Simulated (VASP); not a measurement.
Set up this calculation in VASP 6.6.1, as the native input.

```yaml
Task: single point
Functional: PBE
Potentials_or_basis: VASP PAW PBE potentials, release 64 (Hf_pv, O)
Cutoff: 600 eV
k_mesh: 8 × 8 × 8
Occupations: gaussian, width 0.1 eV
Spin: no spin polarisation
Dipole_correction: no
Further_INCAR_settings: ALGO = Normal; EDIFF = 1e-06; NBANDS = 18
```

The structure of HfO2 lies in POSCAR:

```
HfO2
1.0
    0.0000000000      2.5476040198      2.5476040198
    2.5476040198      0.0000000000      2.5476040198
    2.5476040198      2.5476040198      0.0000000000
Hf O
1 2
Direct
    0.0000000000      0.0000000000      0.0000000000
    0.2500000000      0.2500000000      0.2500000000
    0.7500000000      0.7500000000      0.7500000000
```

The input as run:

INCAR

```
PREC = Accurate
ENCUT = 600
EDIFF = 1E-6
ISMEAR = 0
SIGMA = 0.1
LREAL = False
LASPH = True
NELM = 120
ALGO = Normal
ISIF = 2
LWAVE = False
LCHARG = False
GGA = PE
NBANDS = 18
GGA_COMPAT = False
```

KPOINTS

```
Automatic mesh
0
Gamma
  8 8 8
```

Potentials or basis: VASP PAW PBE potentials, release 64 (Hf_pv, O).

Launch:

```console
$ cat potpaw_PBE.64/Hf_pv/POTCAR potpaw_PBE.64/O/POTCAR > POTCAR
$ mpirun -np 1 vasp_std > vasp.out
```

It gave:

```yaml
Pressure: -3.5 GPa
Band_gap_on_the_k_mesh: 3.76 eV
```

Caveat: the cell stands under tension; spin-orbit coupling is left out, which moves the levels of the heavy elements.

Wall time 10 s on 1 thread of Intel(R) Xeon(R) 6975P-C (Granite Rapids), with other jobs on the host, peak memory 0.17 GiB.
